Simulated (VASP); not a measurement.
A run of VASP 6.6.1:

File INCAR:

```
  PREC = Accurate
  ENCUT = 520
  EDIFF = 1E-7
  ISMEAR = 0
  SIGMA = 0.1
  LREAL = F
  LASPH = T
  NELM = 80
  ALGO = Normal
  ISIF = 2
  LWAVE = F
  LCHARG = F
  GGA = PE
  NBANDS = 26
```

The input KPOINTS:

```
regular mesh
0
Gamma
  6 6 6
```

POSCAR

```
AgW2
1.0
    1.5262398443      0.8811749850      6.6269459531
   -1.5262398443      0.8811749850      6.6269459531
    0.0000000000     -1.7623499700      6.6269459531
Ag W
1 2
Direct
    0.0000000000      0.0000000000      0.0000000000
    0.7879012170      0.7879012170      0.7879012170
    0.2120987830      0.2120987830      0.2120987830
```

Potentials or basis: VASP PAW PBE potentials, release 64 (Ag, W_sv).

The run is started by

```console
$ cat potpaw_PBE.64/Ag/POTCAR potpaw_PBE.64/W_sv/POTCAR > POTCAR
$ mpirun -np 1 vasp_std > vasp.out
```

Hardware: 1 thread of AMD EPYC 9R45 96-Core Processor (Zen 5) (shared host).

Question: How long does it take, and how much memory?

Answer: It took 2.8 min on 1 thread of AMD EPYC 9R45 96-Core Processor (Zen 5), with other jobs on the host, peak memory 0.36 GiB. Counts: scf iterations 15, k points 32.
